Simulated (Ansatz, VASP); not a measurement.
**One calculation of MgS, two programs**

```
CELL_PARAMETERS angstrom
-3.55743 3.55743 3.10693
3.55743 -3.55743 3.10693
3.55743 3.55743 -3.10693
ATOMIC_POSITIONS crystal
Mg 0.75000 0.25000 0.50000
Mg 0.25000 0.75000 0.50000
Mg 0.25000 0.25000 0.00000
Mg 0.75000 0.75000 0.00000
S 0.67900 0.17900 0.85800
S 0.17900 0.32100 0.50000
S 0.32100 0.82100 0.14200
S 0.82100 0.67900 0.50000
```

Alike in both runs: task relaxation of the atoms; functional PBE; k mesh 6 × 6 × 6; occupations methfessel-paxton of order 1, width 0.016 eV; no spin polarisation.

|  | VASP | Ansatz |
| --- | --- | --- |
| version | VASP 6.6.1 | Ansatz 0.2.0 |
| potentials or method | VASP PAW PBE potentials, release 64 (Mg, S), cutoff 520 eV | PAW plane waves |
| valence electrons in the cell | 32 | 64 |

VASP gave:

- gap on the k mesh at the Fermi level, each at its own relaxed structure (eV): 0.38

Estimate Ansatz's values.

gap on the k mesh at the Fermi level, each at its own relaxed structure (eV): 0.40.

VASP's potentials hold 32 valence electrons a cell and Ansatz's 64, so a difference there can come from the potentials and not from the codes. Ansatz's warnings: stress scf threshold loose.
